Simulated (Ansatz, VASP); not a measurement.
# C in VASP and in Ansatz

INCAR

```
SYSTEM = C
  ALGO = Normal
  EDIFF = 1E-6
  ENCUT = 520
  ISIF = 2
  ISMEAR = 0
  LASPH = .TRUE.
  LCHARG = .FALSE.
  LREAL = .FALSE.
  LWAVE = .FALSE.
  NBANDS = 26
  NELM = 60
  PREC = Accurate
  SIGMA = 0.15
```

KPOINTS

```
k-points
0
G
  22 22 4
  0 0 0
```

Contents of POSCAR:

```
C
1.0
   -1.2227748566      2.1167364796      0.0000000000
   -1.2227748566     -2.1167364796      0.0000000000
    0.0000000000      2.8224564219     13.4706447952
C
8
Direct
    0.8333607410      0.1666392590      0.1250000000
    0.5000107410      0.4999892590      0.6250000000
   -0.1666642590      1.1666642590      0.8750000000
    0.1666857410      0.8333142590      0.3750000000
   -0.5000607410      1.5000607410      0.8750000000
   -0.1667107410      1.1667107410      0.3750000000
    0.4999642590      0.5000357410      0.1250000000
    0.1666142590      0.8333857410      0.6250000000
```

Input for Ansatz:

```yaml
crystal:
  lattice:
    - [-1.2227748566, 2.1167364796, 0.0]
    - [-1.2227748566, -2.1167364796, 0.0]
    - [0.0, 2.8224564219, 13.4706447952]
  atoms:
    - { symbol: C, position: [0.833360741, 0.166639259, 0.125] }
    - { symbol: C, position: [0.500010741, 0.499989259, 0.625] }
    - { symbol: C, position: [-0.166664259, 1.166664259, 0.875] }
    - { symbol: C, position: [0.166685741, 0.833314259, 0.375] }
    - { symbol: C, position: [-0.500060741, 1.500060741, 0.875] }
    - { symbol: C, position: [-0.166710741, 1.166710741, 0.375] }
    - { symbol: C, position: [0.499964259, 0.500035741, 0.125] }
    - { symbol: C, position: [0.166614259, 0.833385741, 0.625] }
basis:
  ecutwfc: 420
kpoints:
  mp_grid: { grid: [22, 22, 4] }
hamiltonian:
  xc: lda
scf:
  occupations: { method: gaussian, width: 0.15 }
output:
  forces: true
  stress: true
  eigenvalues: true
```

Alike in both runs: task single point; functional LDA; k mesh 22 × 22 × 4; occupations gaussian, width 0.15 eV; no spin polarisation.

```csv
,VASP,Ansatz
version,VASP 6.6.1,Ansatz 0.2.0
potentials or method,"VASP PAW LDA potentials, release 64 (C), cutoff 520 eV","scalar-relativistic, plane waves, PAW"
valence electrons in the cell,32,32
```

Ansatz gave:

| Item | Value |
| --- | --- |
| pressure (GPa) | 0.0 |
| traceless stress, the component that is largest in VASP (GPa) | 0.15 |
| rms of the force components (eV/Å) | 0.009 |

Problem. Estimate VASP's values.

Solution. Pressure (GPa): 0.8; traceless stress, the component that is largest in VASP (GPa): -0.78; rms of the force components (eV/Å): 0.009.

LDA's correlation is that of Perdew and Zunger in VASP and of Perdew and Wang (1992) in Ansatz. Atom by atom the forces differ by 0.000 eV/Å (rms over components).
